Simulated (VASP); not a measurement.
# MnPt2 (P-3m1) in VASP: notebook

The runs below take MnPt2 through single point, with PBE.

All numbers are computed with VASP 6.6.1; they aren't measurements. Logs are shortened: lines on timing, memory, paths and dates and some standing lists are left out, and cuts for length are marked.

### Step 1. The cell of the first run

Symmetry: P-3m1, No. 164, trigonal system. The conventional cell has a = 2.858 Å, b = 2.858 Å, c = 6.533 Å, α = 90.00°, β = 90.00°, γ = 120.00°. Mn (site symmetry -3m) has 6 Pt at 2.64 Å and 6 Mn at 2.86 Å within 3.5 Å. Within 3.5 Å of Pt (site symmetry 3m) lie 3 Mn at 2.64 Å and 9 Pt at 2.86 to 2.91 Å.

### Step 2. Single point, PBE, collinear spin, ferrimagnetic start

Input file INCAR:

```
SYSTEM = MnPt2
PREC = Accurate
ENCUT = 520
EDIFF = 1E-6
ISMEAR = 0
SIGMA = 0.1
LREAL = .False.
LASPH = .True.
NELM = 150
ALGO = Fast
ISIF = 2
LWAVE = .False.
LCHARG = .False.
ISPIN = 2
MAGMOM = 4 -1 -1
LORBIT = 11
LMAXMIX = 4
GGA = PE
NBANDS = 28
```

Input file KPOINTS:

```
regular mesh
0
Gamma
  18 18 8
  0 0 0
```

Input file POSCAR:

```
MnPt2
1.0
    2.8584044518      0.0000000000      0.0000000000
   -1.4292022259      2.4754508696      0.0000000000
    0.0000000000      0.0000000000      6.5325040000
Mn Pt
1 2
Direct
    0.0000000000      0.0000000000      0.0000000000
    0.3333333333      0.6666666667      0.6837940000
    0.6666666667      0.3333333333      0.3162060000
```

Potentials or basis: VASP PAW PBE potentials, release 64 (Mn_pv, Pt).

Run with:

```bash
> cat potpaw_PBE.64/Mn_pv/POTCAR potpaw_PBE.64/Pt/POTCAR > POTCAR
> mpirun -np 1 vasp_std > vasp.out
```

OUTCAR:

```text
SYSTEM = MnPt2
   PREC = Accurate
   ENCUT = 520
   EDIFF = 1E-6
   ISMEAR = 0
   LREAL = .False.
   LASPH = .True.
   NELM = 150
   ISIF = 2
   ISPIN = 2
   LORBIT = 11
   GGA = PE

 ion  position               nearest neighbor table
   1  0.000  0.000  0.000-   2 2.64   3 2.64   3 2.64   2 2.64   3 2.64   2 2.64
   2  0.333  0.667  0.684-   1 2.64   1 2.64   1 2.64   3 2.91   3 2.91   3 2.91
   3  0.667  0.333  0.316-   1 2.64   1 2.64   1 2.64   2 2.91   2 2.91   2 2.91

  LATTYP: Found a hexagonal cell.
 ALAT       =     2.8584044518
 C/A-ratio  =     2.2853672775

  Lattice vectors:

 A1 = (   2.8584044518,   0.0000000000,   0.0000000000)
 A2 = (  -1.4292022259,   2.4754508696,   0.0000000000)
 A3 = (   0.0000000000,   0.0000000000,   6.5325040000)

Analysis of symmetry for initial positions (statically):
=====================================================================
 Subroutine PRICEL returns:
 Original cell was already a primitive cell.

 Routine SETGRP: Setting up the symmetry group for a
 hexagonal supercell.

 Subroutine GETGRP returns: Found 12 space group operations
 (whereof 12 operations were pure point group operations)
 out of a pool of 24 trial point group operations.

The static configuration has the point symmetry D_3d.

Analysis of symmetry for dynamics (positions and initial velocities):
=====================================================================
 Subroutine PRICEL returns:
 Original cell was already a primitive cell.

 Routine SETGRP: Setting up the symmetry group for a
 hexagonal supercell.

 Subroutine GETGRP returns: Found 12 space group operations
 (whereof 12 operations were pure point group operations)
 out of a pool of 24 trial point group operations.

The dynamic configuration has the point symmetry D_3d.

Analysis of structural, dynamic, and magnetic symmetry:
=====================================================================
 Subroutine PRICEL returns:
 Original cell was already a primitive cell.

 Routine SETGRP: Setting up the symmetry group for a
 hexagonal supercell.

 Subroutine GETGRP returns: Found 12 space group operations
 (whereof 12 operations were pure point group operations)
 out of a pool of 24 trial point group operations.

The overall configuration has the point symmetry D_3d.

 Subroutine INISYM returns: Found 12 space group operations
 (whereof 12 operations are pure point group operations),
 and found     1 'primitive' translations

----------------------------------------------------------------------------------------

                                     Primitive cell

  volume of cell :      46.2230

  direct lattice vectors                    reciprocal lattice vectors
     2.858404452  0.000000000  0.000000000     0.349845523  0.201983407  0.000000000
    -1.429202226  2.475450870  0.000000000     0.000000000  0.403966814  0.000000000
     0.000000000  0.000000000  6.532504000     0.000000000  0.000000000  0.153080656

  length of vectors
     2.858404452  2.858404452  6.532504000     0.403966814  0.403966814  0.153080656

  position of ions in fractional coordinates (direct lattice)
     0.000000000  0.000000000  0.000000000
     0.333333333  0.666666667  0.683794000
     0.666666667  0.333333333  0.316206000

  ion indices of the primitive-cell ions
   primitive index   ion index
                 1           1
                 2           2
                 3           3

----------------------------------------------------------------------------------------

 KPOINTS: regular mesh

Automatic generation of k-mesh.
 Grid dimensions read from file:
 generate k-points for:   18   18    8

 Generating k-lattice:

  Cartesian coordinates                     Fractional coordinates (reciprocal lattice)
     0.019435862  0.011221300  0.000000000     0.055555556 -0.000000000  0.000000000
     0.000000000  0.022442601  0.000000000     0.000000000  0.055555556  0.000000000
     0.000000000  0.000000000  0.019135082     0.000000000  0.000000000  0.125000000

  Length of vectors
     0.022442601  0.022442601  0.019135082

  Shift w.r.t. Gamma in fractional coordinates (k-lattice)
     0.000000000  0.000000000  0.000000000

 Subroutine IBZKPT returns following result:
 ===========================================

 Found    266 irreducible k-points:

 Following reciprocal coordinates:
            Coordinates               Weight
  0.000000  0.000000  0.000000      1.000000
  0.055556  0.000000  0.000000      6.000000
  0.111111  0.000000  0.000000      6.000000
  0.166667 -0.000000  0.000000      6.000000
  0.222222  0.000000  0.000000      6.000000
  0.277778  0.000000  0.000000      6.000000
[... 16 lines left out ...]
  0.333333  0.111111  0.000000     12.000000
  0.388889  0.111111  0.000000     12.000000
 [... further k-points ...]
   k-points           NKPTS =    266   k-points in BZ     NKDIM =    266   number of bands    NBANDS=     28
   number of dos      NEDOS =    301   number of ions     NIONS =      3
   total plane-waves  NPLWV =  28800
   dimension x,y,z NGX =    24 NGY =   24 NGZ =   50
   dimension x,y,z NGXF=    48 NGYF=   48 NGZF=  100
   ions per type =               1   2
   NGX,Y,Z   is equivalent  to a cutoff of  13.96, 13.96, 12.72 a.u.
   NGXF,Y,Z  is equivalent  to a cutoff of  27.92, 27.92, 25.45 a.u.
 SYSTEM =  MnPt2
   PREC   = accura    normal or accurate (medium, high low for compatibility)
   ISTART =      0    job   : 0-new  1-cont  2-samecut
   ICHARG =      2    charge: 1-file 2-atom 10-const
   ISPIN  =      2    spin polarized calculation?
   LNONCOLLINEAR =      F non collinear calculations
   LSORBIT =      F    spin-orbit coupling
   LASPH  =      T    aspherical Exc in radial PAW
   ENCUT  =  520.0 eV  38.22 Ry    6.18 a.u.   5.31  5.31 12.15*2*pi/ulx,y,z
   NELM   =    150;   NELMIN=  2; NELMDL= -5     # of ELM steps
   EDIFF  = 0.1E-05   stopping-criterion for ELM
   LREAL  =      F    real-space projection
   EDIFFG = 0.1E-04   stopping-criterion for IOM
   NSW    =      0    number of steps for IOM
   IBRION =     -1    ionic relax: 0-MD 1-quasi-New 2-CG
   NFREE  =      0    steps in history (QN), initial steepest desc. (CG)
   ISIF   =      2    stress and relaxation
   ISYM   =      2    0-nonsym 1-usesym 2-fastsym
   POTIM  = 0.5000    time-step for ionic-motion
   TEBEG  =    0.0;   TEEND  =   0.0 temperature during run
   PSTRESS=    0.0 pullay stress
   NELECT =      33.0000    total number of electrons
   NUPDOWN=      -1.0000    fix difference up-down
   EMIN   =  10.00;   EMAX   =-10.00  energy-range for DOS
   EFERMI =   0.00;   METHOD = LEGACY
   ISMEAR =     0;   SIGMA  =   0.10  broadening in eV -4-tet -1-fermi 0-gaus
   EFERMI_NEDOS =   21; number of points for ismear=-14 and -15
   IALGO  =     68    algorithm
   IMIX   =      4    mixing-type and parameters
     AMIX     =   0.40;   BMIX     =  1.00
     AMIX_MAG =   1.60;   BMIX_MAG =  1.00
  volume/ion in A,a.u.               =      15.41       103.98
  Fermi-wavevector in a.u.,A,eV,Ry     =   1.463166  2.764983 29.128095  2.140855
  Thomas-Fermi vector in A             =   2.579293
   LORBIT       =     11    0 simple, 1 ext, 2 COOP (PROOUT), +10 PAW based schemes
   GGA     = PE    functional components
   LHFCALC =     F    Hartree Fock is set to
   AEXX    =    0.0000 exact exchange contribution
   IVDW    =     0    specifies the selected vdW correction
   LEPSILON=     F    determine dielectric tensor
   LRPA    =     F    only Hartree local field effects (RPA)
 spin polarized calculation
 RMM-DIIS sequential band-by-band and
 Gauss-broadening in eV      SIGMA  =   0.10
  energy-cutoff  :      520.00
  volume of cell :       46.22
 maximum number of plane-waves:      1267
 NGX is ok and might be reduce to    24
   NGX = 11   NGY = 11   NGZ = 25

 number of electron      32.9999989 magnetization       4.5681147

 Free energy of the ion-electron system (eV)
  ---------------------------------------------------
  ext. energy  EPLUGINS =         0.00000000
  ---------------------------------------------------
  free energy    TOTEN  =       -21.77617470 eV

  energy without entropy =      -21.76450308  energy(sigma->0) =      -21.77033889

 E-fermi :   9.5254     XC(G=0): -12.8426

 val. band max:        9.5222071845   @ k =   0.2778   0.0000   0.2500
 cond. band min:       9.5264770045   @ k =   0.3333   0.0000   0.1250
 fundamental gap:      0.0042698200
 Fermi energy:         9.5253956498

 spin component 1

 k-point     1 :       0.0000    0.0000    0.0000
  band No.  band energies     occupation
      1     -40.2674      1.00000
      2     -40.2647      1.00000
      3     -40.2647      1.00000
      4       0.2475      1.00000
      5       2.5763      1.00000
      6       3.6926      1.00000
[... 20 lines left out ...]
     27      28.4649      0.00000
[... 691 lines left out ...]
      6       3.8933      1.00000
[... 20 lines left out ...]
     27      23.2430      0.00000
     28      23.7371      0.00000

 [... further k-points ...]

 spin component 2

 k-point     1 :       0.0000    0.0000    0.0000
  band No.  band energies     occupation
      1     -36.2933      1.00000
      2     -36.1994      1.00000
      3     -36.1994      1.00000
      4       0.4942      1.00000
      5       2.7173      1.00000
      6       4.4892      1.00000
[... 20 lines left out ...]
     27      29.1855      0.00000
[... 691 lines left out ...]
      6       4.2812      1.00000
[... 20 lines left out ...]
     27      23.8367      0.00000
     28      24.1084      0.00000

 [... further k-points ...]

------------------------ aborting loop because EDIFF is reached ----------------------------------------

  FORCE on cell =-STRESS in cart. coord.  units (eV):
  Direction    XX          YY          ZZ          XY          YZ          ZX
  --------------------------------------------------------------------------------------
  -------------------------------------------------------------------------------------
  Total       -0.2907401     -0.2907401      0.1652539      0.0000000      0.0000000      0.0000000
  in kB      -10.0776154    -10.0776154      5.7280228      0.0000000      0.0000000      0.0000000
  external PRESSURE =      -4.8090693 kB  Pullay stress =       0.0000000 kB

 VOLUME and BASIS-vectors are now :
 -----------------------------------------------------------------------------
  energy-cutoff  :      520.00
  volume of cell :       46.22
      direct lattice vectors                 reciprocal lattice vectors
     2.858404452  0.000000000  0.000000000     0.349845523  0.201983407  0.000000000
    -1.429202226  2.475450870  0.000000000     0.000000000  0.403966814  0.000000000
     0.000000000  0.000000000  6.532504000     0.000000000  0.000000000  0.153080656

 POSITION                                       TOTAL-FORCE (eV/Angst)
 -----------------------------------------------------------------------------------
      0.00000      0.00000      0.00000         0.000000      0.000000      0.000000
     -0.00000      1.65030      4.46689         0.000000      0.000000     -0.029509
      1.42920      0.82515      2.06562        -0.000000     -0.000000      0.029509
 -----------------------------------------------------------------------------------
    total drift:                               -0.000000     -0.000000     -0.000000

  FREE ENERGIE OF THE ION-ELECTRON SYSTEM (eV)
  ---------------------------------------------------
  free  energy   TOTEN  =       -21.7761746973 eV

  energy  without entropy=      -21.7645030847  energy(sigma->0) =      -21.77033889

 total charge

# of ion       s       p       d       tot
------------------------------------------
    1        0.320   6.266   4.962  11.547
    2        0.650   0.531   8.049   9.230
    3        0.650   0.531   8.049   9.230
--------------------------------------------------
tot          1.619   7.329  21.059  30.007

 magnetization (x)

# of ion       s       p       d       tot
------------------------------------------
    1        0.018   0.025   3.728   3.772
    2       -0.018  -0.003   0.329   0.308
    3       -0.018  -0.003   0.329   0.308
--------------------------------------------------
tot         -0.017   0.019   4.385   4.387
```

Run time: 19 min. Hardware: 1 thread of Oxide Virtual Turin-like, shared host; peak memory 0.55 GiB.

Results:

```
Free energy                                           : -21.7762 eV
Pressure                                              : -0.5 GPa
Largest force                                         : 0.030 eV/Å
Net moment                                            : 4.57 μB per cell
Site moments                                          : Mn +3.77; Pt +0.31 μB
Valence electrons inside the program's atomic spheres : Mn 11.55; Pt 9.23
```

Forces in eV/Å, atoms in the order of the input:
```
Mn   0.000  0.000  0.000
Pt   0.000  0.000 -0.030
Pt   0.000  0.000  0.030
```

Caveat: spin-orbit coupling is left out, which moves the levels of the heavy elements.

(Continued in part 2 of 2.)
